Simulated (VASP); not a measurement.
# Ti12HCO in VASP: single point with PBE

Aim: the single point of Ti12HCO with PBE.

Program: VASP 6.6.1. These are calculated values, not measurements. Logs are shortened: lines on timing, memory, paths and dates and some standing lists are left out, and cuts for length are marked.

### 1 The cell of the first run

The cell holds a slab with vacuum, 15 atoms: a = 5.900 Å, b = 5.900 Å, c = 15.685 Å, α = 90.00°, β = 90.00°, γ = 60.00°.

### 2 Single point, PBE

File INCAR:

```
ALGO = Normal
EDIFF = 1E-6
ENCUT = 520
GGA = PE
ISIF = 2
ISMEAR = -1
LASPH = T
LCHARG = F
LREAL = Auto
LWAVE = F
NBANDS = 90
NELM = 80
PREC = Accurate
SIGMA = 0.1
```

File KPOINTS:

```
k-points
0
Gamma
  2 2 1
```

File POSCAR:

```
Ti12HCO
1.0
    5.9000000000      0.0000000000      0.0000000000
    2.9500000000      5.1095500000      0.0000000000
    0.0000000000      0.0000000000     15.6846000000
Ti C H O
12 1 1 1
Direct
    0.0000000000      0.0000000000      0.0637568000
    0.5000000000      0.0000000000      0.0637568000
    0.0000000000      0.5000000000      0.0637568000
    0.5000000000      0.5000000000      0.0637568000
   -0.1864002340      0.3433440500      0.2034243404
    0.3314889959      0.3318195082      0.2046286790
   -0.1622122727      0.8315345163      0.2000816961
    0.3318811052      0.8367840549      0.2045160583
   -0.0151093288      0.0143203354      0.3453407689
    0.5275053322     -0.0136172407      0.3464002649
   -0.0157862877      0.5017888153      0.3454162667
    0.4607010323      0.5203148822      0.3531327942
    0.8456086615      0.8282934645      0.4358068090
    0.7996012673      0.8519823894      0.5043678834
    1.1259553661      0.6874488427      0.4238904166
```

Potentials or basis: VASP PAW PBE potentials, release 64 (Ti_sv, C, H, O).

The run is started by

```
$ cat potpaw_PBE.64/Ti_sv/POTCAR potpaw_PBE.64/C/POTCAR potpaw_PBE.64/H/POTCAR potpaw_PBE.64/O/POTCAR > POTCAR
$ mpirun -np 1 vasp_std > vasp.out
```

OUTCAR:

```text
EDIFF = 1E-6
   ENCUT = 520
   GGA = PE
   ISIF = 2
   ISMEAR = -1
   LASPH = T
   LREAL = Auto
   NELM = 80
   PREC = Accurate

 ion  position               nearest neighbor table
   1  0.000  0.000  0.064-   7 2.73   8 2.78   5 2.81
   2  0.500  0.000  0.064-   7 2.75   8 2.78   6 2.79
   3  0.000  0.500  0.064-   7 2.73   6 2.78   5 2.81
   4  0.500  0.500  0.064-   5 2.71   8 2.80   6 2.80
   5  0.814  0.343  0.203-   4 2.71   9 2.79  11 2.79   3 2.81   1 2.81   8 2.88   6 2.88
   6  0.331  0.332  0.205-   3 2.78   2 2.79   4 2.80  11 2.83  10 2.84  12 2.84   5 2.88   8 2.92

   7  0.838  0.832  0.200-   1 2.73   3 2.73   2 2.75  10 2.79   9 2.84  11 2.84
   8  0.332  0.837  0.205-   2 2.78   1 2.78   4 2.80   9 2.83  12 2.84  10 2.84   5 2.88   6 2.92

   9  0.985  0.014  0.345-  15 2.08  13 2.19  10 2.78   5 2.79   8 2.83   7 2.84  12 2.87  11 2.87

  10  0.528  0.986  0.346-  13 2.15  11 2.78   9 2.78   7 2.79   6 2.84   8 2.84
  11  0.984  0.502  0.345-  15 2.08  13 2.19  10 2.78   5 2.79   6 2.83   7 2.84  12 2.87   9 2.87

  12  0.461  0.520  0.353-  15 2.04   8 2.84   6 2.84   9 2.87  11 2.87
  13  0.846  0.828  0.436-  14 1.10  15 1.44  10 2.15   9 2.19  11 2.19
  14  0.800  0.852  0.504-  13 1.10
  15  0.126  0.687  0.424-  13 1.44  12 2.04   9 2.08  11 2.08

  LATTYP: Found a hexagonal cell.
 ALAT       =     5.9000001019
 C/A-ratio  =     2.6584067337

  Lattice vectors:

 A1 = (  -2.9500000000,  -5.1095500000,   0.0000000000)
 A2 = (   5.9000000000,   0.0000000000,   0.0000000000)
 A3 = (   0.0000000000,   0.0000000000,  15.6846000000)

Analysis of symmetry for initial positions (statically):
=====================================================================
 Subroutine PRICEL returns:
 Original cell was already a primitive cell.

 Routine SETGRP: Setting up the symmetry group for a
 hexagonal supercell.

 Subroutine GETGRP returns: Found  1 space group operations
 (whereof  1 operations were pure point group operations)
 out of a pool of 24 trial point group operations.

The static configuration has the point symmetry C_1 .

Analysis of symmetry for dynamics (positions and initial velocities):
=====================================================================
 Subroutine PRICEL returns:
 Original cell was already a primitive cell.

 Routine SETGRP: Setting up the symmetry group for a
 hexagonal supercell.

 Subroutine GETGRP returns: Found  1 space group operations
 (whereof  1 operations were pure point group operations)
 out of a pool of 24 trial point group operations.

The dynamic configuration has the point symmetry C_1 .

 Subroutine INISYM returns: Found  1 space group operations
 (whereof  1 operations are pure point group operations),
 and found     1 'primitive' translations

----------------------------------------------------------------------------------------

                                     Primitive cell

  volume of cell :     472.8334

  direct lattice vectors                    reciprocal lattice vectors
     5.900000000  0.000000000  0.000000000     0.169491525 -0.097855976  0.000000000
     2.950000000  5.109550000  0.000000000     0.000000000  0.195711951  0.000000000
     0.000000000  0.000000000 15.684600000     0.000000000  0.000000000  0.063756806

  length of vectors
     5.900000000  5.900000102 15.684600000     0.195711955  0.195711951  0.063756806

  position of ions in fractional coordinates (direct lattice)
     0.000000000  0.000000000  0.063756800
     0.500000000  0.000000000  0.063756800
     0.000000000  0.500000000  0.063756800
     0.500000000  0.500000000  0.063756800
     0.813599766  0.343344050  0.203424340
     0.331488996  0.331819508  0.204628679
     0.837787727  0.831534516  0.200081696
     0.331881105  0.836784055  0.204516058
     0.984890671  0.014320335  0.345340769
     0.527505332  0.986382759  0.346400265
     0.984213712  0.501788815  0.345416267
     0.460701032  0.520314882  0.353132794
     0.845608662  0.828293464  0.435806809
     0.799601267  0.851982389  0.504367883
     0.125955366  0.687448843  0.423890417

  ion indices of the primitive-cell ions
   primitive index   ion index
                 1           1
                 2           2
                 3           3
                 4           4
                 5           5
                 6           6
                 7           7
                 8           8
                 9           9
                10          10
                11          11
                12          12
                13          13
                14          14
                15          15

----------------------------------------------------------------------------------------

 KPOINTS: k-points

Automatic generation of k-mesh.
 Grid dimensions read from file:
 generate k-points for:    2    2    1

 Generating k-lattice:

  Cartesian coordinates                     Fractional coordinates (reciprocal lattice)
     0.084745763 -0.048927988  0.000000000     0.500000000  0.000000000  0.000000000
     0.000000000  0.097855976  0.000000000     0.000000000  0.500000000  0.000000000
     0.000000000  0.000000000  0.063756806     0.000000000  0.000000000  1.000000000

  Length of vectors
     0.097855977  0.097855976  0.063756806

  Shift w.r.t. Gamma in fractional coordinates (k-lattice)
     0.000000000  0.000000000  0.000000000

 Subroutine IBZKPT returns following result:
 ===========================================

 Found      4 irreducible k-points:

 Following reciprocal coordinates:
            Coordinates               Weight
  0.000000  0.000000  0.000000      1.000000
  0.500000 -0.000000  0.000000      1.000000
  0.500000  0.500000  0.000000      1.000000
  0.000000  0.500000  0.000000      1.000000
   k-points           NKPTS =      4   k-points in BZ     NKDIM =      4   number of bands    NBANDS=     90
   number of dos      NEDOS =    301   number of ions     NIONS =     15
   total plane-waves  NPLWV = 276480
   dimension x,y,z NGX =    48 NGY =   48 NGZ =  120
   dimension x,y,z NGXF=    96 NGYF=   96 NGZF=  240
   ions per type =              12   1   1   1
   NGX,Y,Z   is equivalent  to a cutoff of  13.53, 13.53, 12.72 a.u.
   NGXF,Y,Z  is equivalent  to a cutoff of  27.05, 27.05, 25.44 a.u.
 SYSTEM =  unknown system
   PREC   = accura    normal or accurate (medium, high low for compatibility)
   ISTART =      0    job   : 0-new  1-cont  2-samecut
   ICHARG =      2    charge: 1-file 2-atom 10-const
   ISPIN  =      1    spin polarized calculation?
   LNONCOLLINEAR =      F non collinear calculations
   LSORBIT =      F    spin-orbit coupling
   LASPH  =      T    aspherical Exc in radial PAW
   ENCUT  =  520.0 eV  38.22 Ry    6.18 a.u.  10.97 10.97 29.16*2*pi/ulx,y,z
   NELM   =     80;   NELMIN=  2; NELMDL= -5     # of ELM steps
   EDIFF  = 0.1E-05   stopping-criterion for ELM
   LREAL  =      T    real-space projection
   EDIFFG = 0.1E-04   stopping-criterion for IOM
   NSW    =      0    number of steps for IOM
   IBRION =     -1    ionic relax: 0-MD 1-quasi-New 2-CG
   NFREE  =      0    steps in history (QN), initial steepest desc. (CG)
   ISIF   =      2    stress and relaxation
   ISYM   =      2    0-nonsym 1-usesym 2-fastsym
   POTIM  = 0.5000    time-step for ionic-motion
   TEBEG  =    0.0;   TEEND  =   0.0 temperature during run
   PSTRESS=    0.0 pullay stress
   NELECT =     155.0000    total number of electrons
   NUPDOWN=      -1.0000    fix difference up-down
   EMIN   =  10.00;   EMAX   =-10.00  energy-range for DOS
   EFERMI =   0.00;   METHOD = LEGACY
   ISMEAR =    -1;   SIGMA  =   0.10  broadening in eV -4-tet -1-fermi 0-gaus
   EFERMI_NEDOS =   21; number of points for ismear=-14 and -15
   IALGO  =     38    algorithm
   IMIX   =      4    mixing-type and parameters
     AMIX     =   0.40;   BMIX     =  1.00
     AMIX_MAG =   1.60;   BMIX_MAG =  1.00
  volume/ion in A,a.u.               =      31.52       212.72
  Fermi-wavevector in a.u.,A,eV,Ry     =   1.128797  2.133118 17.336322  1.274184
  Thomas-Fermi vector in A             =   2.265489
   LORBIT       =      0    0 simple, 1 ext, 2 COOP (PROOUT), +10 PAW based schemes
   GGA     = PE    functional components
   LHFCALC =     F    Hartree Fock is set to
   AEXX    =    0.0000 exact exchange contribution
   IVDW    =     0    specifies the selected vdW correction
   LEPSILON=     F    determine dielectric tensor
   LRPA    =     F    only Hartree local field effects (RPA)
 non-spin polarized calculation
  energy-cutoff  :      520.00
  volume of cell :      472.83
 maximum number of plane-waves:     12742
 NGX is ok and might be reduce to    48
   NGX = 21   NGY = 21   NGZ = 59

 number of electron     154.9999987 magnetization

 Free energy of the ion-electron system (eV)
  ---------------------------------------------------
  ext. energy  EPLUGINS =         0.00000000
  ---------------------------------------------------
  free energy    TOTEN  =      -109.39836130 eV

  energy without entropy =     -108.73959576  energy(sigma->0) =     -109.06897853

 E-fermi :   1.8711     XC(G=0):  -6.5703

 val. band max:        1.8558643729   @ k =   0.0000   0.5000   0.0000
 cond. band min:       1.8835043320   @ k =   0.5000  -0.0000   0.0000
 fundamental gap:      0.0276399591
 Fermi energy:         1.8710749004

 k-point     1 :       0.0000    0.0000    0.0000
  band No.  band energies     occupation
      1     -55.1596      2.00000
      2     -54.9640      2.00000
      3     -54.9517      2.00000
      4     -54.8997      2.00000
      5     -54.8957      2.00000
      6     -54.8852      2.00000
[... 357 lines left out ...]
     88       2.6781      0.00063
     89       2.8127      0.00016
 [bands above 89 left out]

------------------------ aborting loop because EDIFF is reached ----------------------------------------

  FORCE on cell =-STRESS in cart. coord.  units (eV):
  Direction    XX          YY          ZZ          XY          YZ          ZX
  --------------------------------------------------------------------------------------
  -------------------------------------------------------------------------------------
  Total       -1.8256064     -0.2028962     -0.2152463      1.4227856     -0.1858228      0.1883968
  in kB       -6.1859957     -0.6875058     -0.7293536      4.8210533     -0.6296532      0.6383752
  external PRESSURE =      -2.5342850 kB  Pullay stress =       0.0000000 kB

 VOLUME and BASIS-vectors are now :
 -----------------------------------------------------------------------------
  energy-cutoff  :      520.00
  volume of cell :      472.83
      direct lattice vectors                 reciprocal lattice vectors
     5.900000000  0.000000000  0.000000000     0.169491525 -0.097855976  0.000000000
     2.950000000  5.109550000  0.000000000     0.000000000  0.195711951  0.000000000
     0.000000000  0.000000000 15.684600000     0.000000000  0.000000000  0.063756806

 POSITION                                       TOTAL-FORCE (eV/Angst)
 -----------------------------------------------------------------------------------
      0.00000      0.00000      1.00000         0.157864      0.079361     -0.017844
      2.95000      0.00000      1.00000        -0.027679      0.020505     -0.085049
      1.47500      2.55477      1.00000         0.010045     -0.170513     -0.011822
      4.42500      2.55477      1.00000        -0.206801      0.114525      0.146912
      5.81310      1.75433      3.19063         0.022159     -0.009138     -0.014336
      2.93465      1.69545      3.20952         0.019264     -0.008798     -0.007937
      7.39597      4.24877      3.13820        -0.018204      0.001138     -0.003272
      4.42661      4.27559      3.20775         0.012830     -0.008143     -0.006046
      5.85310      0.07317      5.41653         0.046623      0.080906     -0.045277
      6.02211      5.03997      5.43315         0.005138      0.011027      0.009827
      7.28714      2.56392      5.41772        -0.029260     -0.057118     -0.020319
      4.25306      2.65857      5.53875         0.009619     -0.029173     -0.011430
      7.43256      4.23221      6.83546        -0.093320      0.040143      0.023702
      7.23100      4.35325      7.91081        -0.021042      0.004844      0.057494
      2.77111      3.51255      6.64855         0.112763     -0.069566     -0.014604
 -----------------------------------------------------------------------------------
    total drift:                               -0.007007      0.015137      0.016779

  FREE ENERGIE OF THE ION-ELECTRON SYSTEM (eV)
  ---------------------------------------------------
  free  energy   TOTEN  =      -109.3983613037 eV

  energy  without entropy=     -108.7395957632  energy(sigma->0) =     -109.06897853
```

It took 20 min on 1 thread of AMD EPYC 9755, shared host; peak memory 0.59 GiB.

Results:

```yaml
Free_energy: -109.3984 eV
Largest_force: 0.278 eV/Å
Band_gap_on_the_k_mesh: zero (an odd number of electrons rules out a gap without spin polarisation)
```

Forces in eV/Å, atoms in the order of the input:
```
Ti   0.158  0.079 -0.018
Ti  -0.028  0.021 -0.085
Ti   0.010 -0.171 -0.012
Ti  -0.207  0.115  0.147
Ti   0.022 -0.009 -0.014
Ti   0.019 -0.009 -0.008
Ti  -0.018  0.001 -0.003
Ti   0.013 -0.008 -0.006
Ti   0.047  0.081 -0.045
Ti   0.005  0.011  0.010
Ti  -0.029 -0.057 -0.020
Ti   0.010 -0.029 -0.011
C   -0.093  0.040  0.024
H   -0.021  0.005  0.057
O    0.113 -0.070 -0.015
```

Caveat: the k points lie up to 0.61 Å⁻¹ apart, too coarse for converged energies and pressures of a metal; there is no dipole correction, which matters where the two faces differ; an odd number of electrons without spin polarisation forces a metal; a magnetic or distorted state may lie lower.

The gap in the log of VASP goes by the Fermi energy; the results here count the filled bands.